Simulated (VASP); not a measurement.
Input of a VASP 6.6.1 run:

INCAR

```
SYSTEM = CdTe
ALGO     = Normal         ! electronic algorithm
EDIFF    = 1E-7           ! SCF threshold, eV
ENCUT    = 520            ! plane-wave cutoff, eV
GGA      = PS             ! functional
ISIF     = 2              ! what is computed and relaxed
ISMEAR   = -1             ! smearing method
LASPH    = .TRUE.         ! aspherical terms in the spheres
LCHARG   = .TRUE.         ! write CHGCAR
LELF     = .TRUE.         ! ELF
LREAL    = .FALSE.        ! projectors in reciprocal space
LVHAR    = .TRUE.       
LWAVE    = .FALSE.        ! write WAVECAR
NBANDS   = 16             ! bands
NELM     = 80             ! most SCF steps
PREC     = Accurate       ! precision mode
SIGMA    = 0.05           ! smearing width, eV
```

File KPOINTS:

```
k-points
0
G
  13 13 13
  0 0 0
```

Contents of POSCAR:

```
CdTe
1.0
    0.0000000000      2.9992847040      2.9992847040
    2.9992847040      0.0000000000      2.9992847040
    2.9992847040      2.9992847040      0.0000000000
Cd Te
1 1
Direct
    0.0000000000      0.0000000000      0.0000000000
    0.5000000000      0.5000000000      0.5000000000
```

Potentials or basis: VASP PAW PBE potentials, release 64 (Cd, Te).

Launch:

```console
$ cat potpaw_PBE.64/Cd/POTCAR potpaw_PBE.64/Te/POTCAR > POTCAR
$ mpirun -np 1 vasp_std > vasp.out
```

Problem. Predict the band gap on the k mesh.

Solution. Zero (band 9 reaches 4.44 eV, above the bottom of band 10 at 3.04 eV).

Problem. Estimate the pressure.

Solution. 0.3 GPa.

Caveat: the PAW data sets were made with another functional, which shifts forces and pressure a little; spin-orbit coupling is left out, which moves the levels of the heavy elements.
